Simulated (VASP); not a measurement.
Write the native input for VASP 6.6.1 that does the following.

```
Task                   : single point
Functional             : r2SCAN
Potentials or basis    : VASP PAW PBE potentials, release 64 (Pt)
Cutoff                 : 520 eV
k mesh                 : 15 × 15 × 15
Occupations            : fermi-dirac, width 0.1 eV
Spin                   : no spin polarisation
Dipole correction      : no
Further INCAR settings : ALGO = Normal; EDIFF = 1e-06; NBANDS = 11
```

The system is Pt.

```
CELL_PARAMETERS angstrom
-1.55497 1.55497 1.55497
1.55497 -1.55497 1.55497
1.55497 1.55497 -1.55497
ATOMIC_POSITIONS crystal
Pt 0.00000 0.00000 0.00000
```

These files were run (other wordings do the same):

POSCAR

```
Pt
1.0
   -1.5549734862      1.5549734862      1.5549734862
    1.5549734862     -1.5549734862      1.5549734862
    1.5549734862      1.5549734862     -1.5549734862
Pt
1
Direct
    0.0000000000      0.0000000000      0.0000000000
```

INCAR.step1

```
PREC     = Accurate       # precision mode
ENCUT    = 520            # plane-wave cutoff, eV
ISMEAR   = -1             # smearing method
SIGMA    = 0.1            # smearing width, eV
LREAL    = F              # projectors in reciprocal space
LASPH    = T              # aspherical terms in the spheres
NELM     = 100            # most SCF steps
NBANDS   = 11             # bands
GGA      = PE             # functional
ALGO     = Normal         # electronic algorithm
EDIFF    = 1E-4           # SCF threshold, eV
LWAVE    = T              # write WAVECAR
LCHARG   = F              # write CHGCAR
```

INCAR.step2

```
PREC     = Accurate       # precision mode
ENCUT    = 520            # plane-wave cutoff, eV
EDIFF    = 1E-6           # SCF threshold, eV
ISMEAR   = -1             # smearing method
SIGMA    = 0.1            # smearing width, eV
LREAL    = F              # projectors in reciprocal space
LASPH    = T              # aspherical terms in the spheres
NELM     = 100            # most SCF steps
ALGO     = Normal         # electronic algorithm
ISIF     = 2              # what is computed and relaxed
LWAVE    = F              # write WAVECAR
LCHARG   = T              # write CHGCAR
METAGGA  = R2SCAN         # meta-GGA
LMIXTAU  = T            
LELF     = T              # ELF
LVHAR    = T            
NBANDS   = 11             # bands
ISTART   = 1
```

KPOINTS

```
regular mesh
0
Gamma
  15 15 15
```

Potentials or basis: VASP PAW PBE potentials, release 64 (Pt).

Launch:

```bash
$ cat potpaw_PBE.64/Pt/POTCAR > POTCAR
$ cp INCAR.step1 INCAR
$ mpirun -np 1 vasp_std > vasp.out
$ cp INCAR.step2 INCAR
$ mpirun -np 1 vasp_std > vasp.out
```

Results of the run:

```
Pressure               : 8.8 GPa
Band gap on the k mesh : zero (band 5 reaches 11.95 eV, above the bottom of band 6 at 9.49 eV)
```

Caveat: the PAW data sets were made with another functional, which shifts forces and pressure a little; spin-orbit coupling is left out, which moves the levels of the heavy elements.

It took 31 s on 1 thread of Intel(R) Xeon(R) 6975P-C (Granite Rapids), with other jobs on the host, peak memory 0.14 GiB.
